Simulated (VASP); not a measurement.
Input of a VASP 6.6.1 run:

The input INCAR:

```
ALGO = Normal ; EDIFF = 1E-6
ENCUT = 500 ; GGA = PE
GGA_COMPAT = F ; ISIF = 2
ISMEAR = 0 ; LASPH = T
LCHARG = F ; LREAL = F
LWAVE = F ; NBANDS = 36
NELM = 120 ; PREC = Accurate
SIGMA = 0.01
```

The input KPOINTS:

```
k-points
0
Gamma
  10 10 10
```

The input POSCAR:

```
Cd3Se2S
1.0
   -2.1589027901      2.1589027901      9.1551971668
    2.1589027901     -2.1589027901      9.1551971668
    2.1589027901      2.1589027901     -9.1551971668
Cd Se S
3 2 1
Direct
    0.6721256090      0.6721256090      0.0000000000
    0.3278743910      0.3278743910      0.0000000000
    0.0000000000      0.0000000000      0.0000000000
    0.4138901648      0.9138901648      0.5000000000
    0.0861098352      0.5861098352      0.5000000000
    0.7500000000      0.2500000000      0.5000000000
```

Potentials or basis: VASP PAW PBE potentials, release 64 (Cd, Se, S).

Command:

```sh
$ cat potpaw_PBE.64/Cd/POTCAR potpaw_PBE.64/Se/POTCAR potpaw_PBE.64/S/POTCAR > POTCAR
$ mpirun -np 1 vasp_std > vasp.out
```

Question: Predict the band gap on the k mesh.

Answer: 0.63 eV.

Question: Predict the pressure.

Answer: 0.3 GPa.

Caveat: semilocal functionals underestimate gaps, and a narrow one can read as zero. A k mesh can miss the band edges.
